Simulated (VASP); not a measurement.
# Ag (Fm-3m) in VASP: notebook, part 2 of 2

VASP 6.6.1. The steps go on from the part before.

### 4 Relaxation of cell and atoms, PBE, target pressure 2 GPa, at which the enthalpy is minimised

This run uses another cell than the first one, of 17.05 Å³/atom.

File INCAR:

```
SYSTEM = Ag
PREC = Accurate ; ENCUT = 600
EDIFF = 1E-6 ; ISMEAR = 1
SIGMA = 0.05 ; LREAL = .FALSE.
LASPH = .TRUE. ; NELM = 60
ALGO = Normal ; ISIF = 3
LWAVE = .FALSE. ; LCHARG = .FALSE.
GGA = PE ; IBRION = 2
NSW = 80 ; EDIFFG = -0.01
PSTRESS = 20.0
```

File KPOINTS:

```
regular mesh
0
G
  12 12 12
  0 0 0
```

File POSCAR:

```
Ag
1.0
    2.8888850000      0.0000000000      0.0000000000
    1.4444425000      2.5018477986      0.0000000000
    1.4444425000      0.8339492662      2.3587647252
Ag
1
Direct
    0.0000000000      0.0000000000      0.0000000000
```

Potentials or basis: VASP PAW PBE potentials, release 64 (Ag).

Run with:

```
> cat potpaw_PBE.64/Ag/POTCAR > POTCAR
> mpirun -np 1 vasp_std > vasp.out
```

OUTCAR:

```text
SYSTEM = Ag
   PREC = Accurate
   ENCUT = 600
   EDIFF = 1E-6
   ISMEAR = 1
   LREAL = .FALSE.
   LASPH = .TRUE.
   NELM = 60
   ISIF = 3
   GGA = PE
   IBRION = 2
   NSW = 80
   EDIFFG = -0.01
   PSTRESS = 20.0

 ion  position               nearest neighbor table
   1  0.000  0.000  0.000-

  LATTYP: Found a face centered cubic cell.
 ALAT       =     4.0855003471

  Lattice vectors:

 A1 = (   2.8888850000,   0.0000000000,   0.0000000000)
 A2 = (   1.4444425000,   2.5018477986,   0.0000000000)
 A3 = (   1.4444425000,   0.8339492662,   2.3587647252)

Analysis of symmetry for initial positions (statically):
=====================================================================
 Subroutine PRICEL returns:
 Original cell was already a primitive cell.

 Routine SETGRP: Setting up the symmetry group for a
 face centered cubic supercell.

 Subroutine GETGRP returns: Found 48 space group operations
 (whereof 48 operations were pure point group operations)
 out of a pool of 48 trial point group operations.

The static configuration has the point symmetry O_h .

Analysis of symmetry for dynamics (positions and initial velocities):
=====================================================================
 Subroutine PRICEL returns:
 Original cell was already a primitive cell.

 Routine SETGRP: Setting up the symmetry group for a
 face centered cubic supercell.

 Subroutine GETGRP returns: Found 48 space group operations
 (whereof 48 operations were pure point group operations)
 out of a pool of 48 trial point group operations.

The dynamic configuration has the point symmetry O_h .

 Subroutine INISYM returns: Found 48 space group operations
 (whereof 48 operations are pure point group operations),
 and found     1 'primitive' translations

[... 118 lines left out ...]
   LHFCALC =     F    Hartree Fock is set to
   AEXX    =    0.0000 exact exchange contribution
   IVDW    =     0    specifies the selected vdW correction
   LEPSILON=     F    determine dielectric tensor
   LRPA    =     F    only Hartree local field effects (RPA)
 conjugate gradient relaxation of ions
 non-spin polarized calculation
 Methfessel and Paxton  Order N= 1 SIGMA  =   0.05
  energy-cutoff  :      600.00
  volume of cell :       17.05
 maximum number of plane-waves:       588
   NGX = 11   NGY = 11   NGZ = 11

--------------------------------------- Ionic step        1  -------------------------------------------

 number of electron      10.9999999 magnetization

 Free energy of the ion-electron system (eV)
  ---------------------------------------------------
  ext. energy  EPLUGINS =         0.00000000
  ---------------------------------------------------
  free energy    TOTEN  =        -2.70113666 eV

  energy without entropy =       -2.70089556  energy(sigma->0) =       -2.70105629

------------------------ aborting loop because EDIFF is reached ----------------------------------------

  FORCE on cell =-STRESS in cart. coord.  units (eV):
  Direction    XX          YY          ZZ          XY          YZ          ZX
  --------------------------------------------------------------------------------------
  -------------------------------------------------------------------------------------
  Total        0.4890783      0.4890783      0.4890783     -0.0000000     -0.0000000     -0.0000000
  in kB       45.9635142     45.9635142     45.9635142     -0.0000000     -0.0000000     -0.0000000
  external PRESSURE =      25.9635142 kB  Pullay stress =      20.0000000 kB
[... 61 lines left out ...]
--------------------------------------- Ionic step        3  -------------------------------------------

 number of electron      10.9999999 magnetization

 Free energy of the ion-electron system (eV)
  ---------------------------------------------------
  ext. energy  EPLUGINS =         0.00000000
  ---------------------------------------------------
  free energy    TOTEN  =        -2.71006735 eV

  energy without entropy =       -2.70973390  energy(sigma->0) =       -2.70995620

 E-fermi :   8.0749     XC(G=0): -12.0590

 val. band max:        7.8747981672   @ k =   0.5000   0.3333   0.1667
 cond. band min:       8.0883283513   @ k =   0.5000   0.2500   0.0833
 fundamental gap:      0.2135301841
 Fermi energy:         8.0749410526

 k-point     1 :       0.0000    0.0000    0.0000
  band No.  band energies     occupation
      1       0.5001      2.00000
      2       3.3736      2.00000
      3       3.3736      2.00000
      4       3.3736      2.00000
      5       4.3626      2.00000
      6       4.3626      2.00000
      7      24.0520      0.00000
      8      27.4807      0.00000
      9      27.4807      0.00000
[... 265 lines left out ...]
 k-point    24 :      -0.4167    0.1667   -0.0000
  band No.  band energies     occupation
      1       2.2683      2.00000
      2       3.1284      2.00000
      3       3.7037      2.00000
      4       4.1618      2.00000
      5       4.9940      2.00000
      6       9.2446      0.00000
      7      12.0541      0.00000
      8      20.6427      0.00000
      9      24.1435      0.00000

 [... further k-points ...]
[... 5 lines left out ...]
  --------------------------------------------------------------------------------------
  -------------------------------------------------------------------------------------
  Total        0.2084757      0.2084757      0.2084757      0.0000000     -0.0000000      0.0000000
  in kB       19.1017632     19.1017632     19.1017632      0.0000000     -0.0000000      0.0000000
  external PRESSURE =      -0.8982368 kB  Pullay stress =      20.0000000 kB
[... 20 lines left out ...]
  energy  without entropy=       -2.7097339048  energy(sigma->0) =       -2.70995620

  enthalpy is  TOTEN    =        -2.4917883604 eV   P V=        0.2182789937

 reached required accuracy - stopping structural energy minimisation
```

OSZICAR:

```text
N       E                     dE             d eps       ncg     rms          rms(c)
DAV:   1     0.506660716629E+02    0.50666E+02   -0.62968E+03  1312   0.125E+03
DAV:   2    -0.250908266615E+01   -0.53175E+02   -0.50588E+02  1328   0.224E+02
DAV:   3    -0.295661397919E+01   -0.44753E+00   -0.44741E+00  1583   0.250E+01
DAV:   4    -0.295760531015E+01   -0.99133E-03   -0.99131E-03  1457   0.105E+00
[... 18 lines left out ...]
DAV:   1    -0.274308937371E+01   -0.30943E-01   -0.59439E-01  1315   0.946E+00    0.119E+00
DAV:   2    -0.271074740080E+01    0.32342E-01   -0.15423E-01  1312   0.424E+00    0.353E-01
DAV:   3    -0.271023008242E+01    0.51732E-03   -0.87089E-04  1302   0.301E-01    0.229E-01
DAV:   4    -0.271006753113E+01    0.16255E-03   -0.25673E-04  1372   0.148E-01    0.143E-02
DAV:   5    -0.271006735405E+01    0.17707E-06   -0.14616E-06  1332   0.129E-02
   3 F= -.24917884E+01 E0= -.24916772E+01  d E =-.346324E-02
```

Run time: 39 s. Hardware: 1 thread of AMD EPYC 7R13, shared host; peak memory 0.13 GiB.

Results:

| Quantity | Value |
| --- | --- |
| Free energy | -2.7101 eV |
| Relaxed volume | 17.49 Å³/atom |
| Relaxed cell | a = 2.913 Å, b = 2.913 Å, c = 2.913 Å, α = 60.00°, β = 60.00°, γ = 60.00° |
| Space group after relaxing (to 0.1 Å) | Fm-3m (No. 225) |
| Energy change on relaxing (the run minimises the enthalpy) | -8.9 meV/atom |
| Ionic steps | 3 |
| Pressure after relaxing | 1.9 GPa |
| Band gap on the k mesh | zero (an odd number of electrons rules out a gap without spin polarisation) |

Step by step:
| step | energy change (eV) | largest force (eV/Å) | pressure (GPa) | volume (Å³) |
| --- | --- | --- | --- | --- |
| 1 | 0.0000 | 0.0000 | 4.60 | 17.05 |
| 2 | -0.0110 | 0.0000 | 0.63 | 17.74 |
| 3 | -0.0089 | 0.0000 | 1.91 | 17.49 |

Final structure:
```
CELL_PARAMETERS angstrom
2.91342 0.00000 0.00000
1.45671 2.52309 0.00000
1.45671 0.84103 2.37879
ATOMIC_POSITIONS crystal
Ag 0.00000 0.00000 0.00000
```

Levels at points of the mesh, in eV from the Fermi level:
```tsv
k point	band 2	band 3	band 4	band 5	band 6	band 7	band 8	band 9
(0.00, 0.00, 0.00)	-4.70	-4.70	-4.70	-3.71	-3.71	15.98	19.41	19.41
(0.50, 0.00, 0.00)	-4.72	-4.72	-2.95	-2.95	-0.32	3.48	15.21	17.62
(0.50, 0.50, 0.00)	-6.13	-2.98	-2.75	-2.75	1.64	6.56	10.55	10.55
```

Caveat: the cell is relaxed towards a set pressure, so the run minimises the enthalpy, not the energy. Zero-point motion and thermal expansion aren't in these numbers.

### 5 Relaxation of cell and atoms, PBE, target pressure 4 GPa, at which the enthalpy is minimised

This run uses another cell than the first one, of 17.05 Å³/atom.

File INCAR:

```
SYSTEM = Ag
  ALGO = Normal
  EDIFF = 1E-6
  EDIFFG = -0.01
  ENCUT = 600
  GGA = PE
  IBRION = 2
  ISIF = 3
  ISMEAR = 1
  LASPH = .True.
  LCHARG = .False.
  LREAL = .False.
  LWAVE = .False.
  NELM = 80
  NSW = 80
  PREC = Accurate
  PSTRESS = 40.0
  SIGMA = 0.05
```

File KPOINTS:

```
k-points
0
Gamma
  12 12 12
  0 0 0
```

POSCAR is that of step 4.

Run with:

```
> cat potpaw_PBE.64/Ag/POTCAR > POTCAR
> mpirun -np 1 vasp_std > vasp.out
```

It took 38 s on 1 thread of AMD EPYC 7R13, shared host; peak memory 0.13 GiB.

It converged, with:

- Free energy: -2.7036 eV
- Relaxed volume: 17.14 Å³/atom
- Relaxed cell: a = 2.894 Å, b = 2.894 Å, c = 2.894 Å, α = 60.00°, β = 60.00°, γ = 60.00°
- Space group after relaxing (to 0.1 Å): Fm-3m (No. 225)
- Energy change on relaxing (the run minimises the enthalpy): -2.5 meV/atom
- Ionic steps: 3
- Pressure after relaxing: 4.0 GPa
- Band gap on the k mesh: zero (an odd number of electrons rules out a gap without spin polarisation)

Step by step:
| step | energy change (eV) | largest force (eV/Å) | pressure (GPa) | volume (Å³) |
| --- | --- | --- | --- | --- |
| 1 | 0.0000 | 0.0000 | 4.60 | 17.05 |
| 2 | -0.0040 | 0.0000 | 3.61 | 17.21 |
| 3 | -0.0025 | 0.0000 | 3.99 | 17.14 |

Final structure:
```
Ag
1.0
     2.89416    0.00000    0.00000
     1.44708    2.50642    0.00000
     1.44708    0.83547    2.36307
Ag
1
Direct
  0.00000 0.00000 0.00000
```

Levels at points of the mesh, in eV from the Fermi level:
```tsv
k point	band 2	band 3	band 4	band 5	band 6	band 7	band 8	band 9
(0.00, 0.00, 0.00)	-4.77	-4.77	-4.77	-3.75	-3.75	16.03	19.57	19.57
(0.50, 0.00, 0.00)	-4.79	-4.79	-2.96	-2.96	-0.37	3.59	15.26	17.83
(0.50, 0.50, 0.00)	-6.26	-2.99	-2.75	-2.75	1.62	6.71	10.65	10.65
```

Caveat: the cell is relaxed towards a set pressure, so the run minimises the enthalpy, not the energy. Zero-point motion and thermal expansion aren't in these numbers.

### 6 Summary

| task | cell | cutoff (eV) | gap on the mesh (eV) | pressure (GPa) |
| --- | --- | --- | --- | --- |
| single point | a = 2.936 Å, angles 60.0°, 1 atom | 520 | none | -0.1 |
| relaxation of cell and atoms | relaxed from a = 2.889 Å, angles 60.0°, 1 atom | 600 | none | 0.0 |
| relaxation of cell and atoms | relaxed to 2 GPa from a = 2.889 Å, angles 60.0°, 1 atom | 600 | none | 1.9 |
| relaxation of cell and atoms | relaxed to 4 GPa from a = 2.889 Å, angles 60.0°, 1 atom | 600 | none | 4.0 |

Alike in all rows: level PBE; potentials or basis VASP PAW PBE potentials, release 64 (Ag); no spin polarisation; k mesh 12 × 12 × 12; smearing methfessel-paxton 0.05 eV.

Caveats: the cell is relaxed towards a set pressure, so the run minimises the enthalpy, not the energy (at least some runs).

Absolute energies hang on the potentials; compare differences alone.
